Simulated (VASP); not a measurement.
Runs of VASP 6.6.1 on Ti. The structure is that of space group P6_3/mmc (No. 194), or close to it. The cells are those of the table. 

```tsv
cell	gap on the mesh (eV)	pressure (GPa)
a = 2.864, b = 2.864, c = 4.524 Å, angles 90.0, 90.0, 120.0°, 2 atoms	none	10.4
a = 2.834, b = 2.834, c = 4.477 Å, angles 90.0, 90.0, 120.0°, 2 atoms	none	15.5
a = 2.905, b = 2.905, c = 4.590 Å, angles 90.0, 90.0, 120.0°, 2 atoms	none	(b)
a = 2.920, b = 2.920, c = 4.615 Å, angles 90.0, 90.0, 120.0°, 2 atoms	none	(a)
a = 2.884, b = 2.884, c = 4.556 Å, angles 90.0, 90.0, 120.0°, 2 atoms	none	7.4
```

Alike in all rows: task single point; level r2SCAN; potentials or basis VASP PAW PBE potentials, release 64 (Ti_sv); no spin polarisation; k mesh 18 × 18 × 10; cutoff (eV) 520; smearing fermi-dirac 0.1 eV.

Task: Fill in the values left out.

Result: (a) 2.4; (b) 4.4.

Caveats: the PAW data sets were made with another functional, which shifts forces and pressure a little; the cell stands under pressure (at least some runs).

A gap of «none» marks levels without a gap at the run's occupations.
